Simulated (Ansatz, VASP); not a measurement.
## SiW3: VASP beside Ansatz

File INCAR:

```
PREC = Accurate ; ENCUT = 520
EDIFF = 1E-7 ; ISMEAR = 0
SIGMA = 0.15 ; LREAL = F
LASPH = T ; NELM = 60
ALGO = Fast ; ISIF = 2
LWAVE = F ; LCHARG = F
GGA = PE ; NBANDS = 31
```

Contents of KPOINTS:

```
Automatic mesh
0
Gamma
  14 14 14
```

The input POSCAR:

```
SiW3
1.0
   -2.6037661906      2.6037661906      2.6037661906
    2.6037661906     -2.6037661906      2.6037661906
    2.6037661906      2.6037661906     -2.6037661906
Si W
1 3
Direct
    0.0000000000      0.0000000000      0.0000000000
    0.4807970469      0.4807970469      0.0000000000
    0.5000000000      0.0000000000      0.5000000000
    0.0000000000      0.5000000000      0.5000000000
```

Input for Ansatz:

```yaml
crystal:
  lattice:
    - [-2.6037661906, 2.6037661906, 2.6037661906]
    - [2.6037661906, -2.6037661906, 2.6037661906]
    - [2.6037661906, 2.6037661906, -2.6037661906]
  atoms:
    - { symbol: Si, position: [0.0, 0.0, 0.0] }
    - { symbol: W, position: [0.4807970469, 0.4807970469, 0.0] }
    - { symbol: W, position: [0.5, 0.0, 0.5] }
    - { symbol: W, position: [0.0, 0.5, 0.5] }
basis:
  ecutwfc: 420
kpoints:
  mp_grid: { grid: [14, 14, 14] }
hamiltonian:
  xc: pbe
scf:
  occupations: { method: gaussian, width: 0.15 }
output:
  forces: true
  stress: true
  eigenvalues: true
  write_density: true
  write_potential: true
  elf: true
  volumetric_format: npy
```

Alike in both runs: task single point; functional PBE; k mesh 14 × 14 × 14; occupations gaussian, width 0.15 eV; no spin polarisation.

|  | VASP | Ansatz |
| --- | --- | --- |
| version | VASP 6.6.1 | Ansatz 0.2.0 |
| potentials or method | VASP PAW PBE potentials, release 64 (Si, W_sv), cutoff 520 eV | scalar-relativistic, plane waves, PAW |
| valence electrons in the cell | 46 | 46 |

VASP gave:

* gap on the k mesh at the Fermi level (eV): none
* pressure (GPa): 0.6
* traceless stress, the component that is largest in VASP (GPa): 1.11
* rms of the force components (eV/Å): 0.325

**Question.** Estimate Ansatz's values.

**Answer.** gap on the k mesh at the Fermi level (eV): none; pressure (GPa): 0.3; traceless stress, the component that is largest in VASP (GPa): 1.10; rms of the force components (eV/Å): 0.324.

Atom by atom the forces differ by 0.001 eV/Å (rms over components). A gap of «none» marks a metal or a gap that the smearing closes. The functional is the same, so the differences come from potentials, cutoffs and numerics.

Neither program's run includes spin-orbit coupling.
